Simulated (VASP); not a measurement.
Write the native input for VASP 6.6.1 that does the following.

| Quantity | Value |
| --- | --- |
| Task | single point |
| Functional | PBE |
| Potentials or basis | VASP PAW PBE potentials, release 64 (Mo_sv) |
| Cutoff | 520 eV |
| k mesh | 17 × 17 × 17 |
| Occupations | fermi-dirac, width 0.05 eV |
| Spin | no spin polarisation |
| Dipole correction | no |
| Further INCAR settings | ALGO = Normal; EDIFF = 1e-07; NBANDS = 21 |

The structure of Mo lies in POSCAR:

```
Mo
1.0
   -2.4280400732      2.4280400732      1.2720243965
    2.4280400732     -2.4280400732      1.2720243965
    2.4280400732      2.4280400732     -1.2720243965
Mo
2
Direct
   -0.3750000000     -0.1250000000     -0.2500000000
    0.3750000000      0.1250000000      0.2500000000
```

The input as run:

INCAR

```
ALGO = Normal
EDIFF = 1E-7
ENCUT = 520
GGA = PE
ISIF = 2
ISMEAR = -1
LASPH = True
LCHARG = True
LELF = True
LREAL = False
LVHAR = True
LWAVE = False
NBANDS = 21
NELM = 80
PREC = Accurate
SIGMA = 0.05
```

KPOINTS

```
k-points
0
Gamma
  17 17 17
```

Potentials or basis: VASP PAW PBE potentials, release 64 (Mo_sv).

Command:

```console
$ cat potpaw_PBE.64/Mo_sv/POTCAR > POTCAR
$ mpirun -np 1 vasp_std > vasp.out
```

It gave:

| Property | Result |
| --- | --- |
| Pressure | 31.9 GPa |
| Band gap on the k mesh | zero (band 14 reaches 15.21 eV, above the bottom of band 15 at 11.95 eV) |

It took 99 s on 1 thread of Intel(R) Xeon(R) 6975P-C (Granite Rapids), with other jobs on the host, peak memory 0.31 GiB.
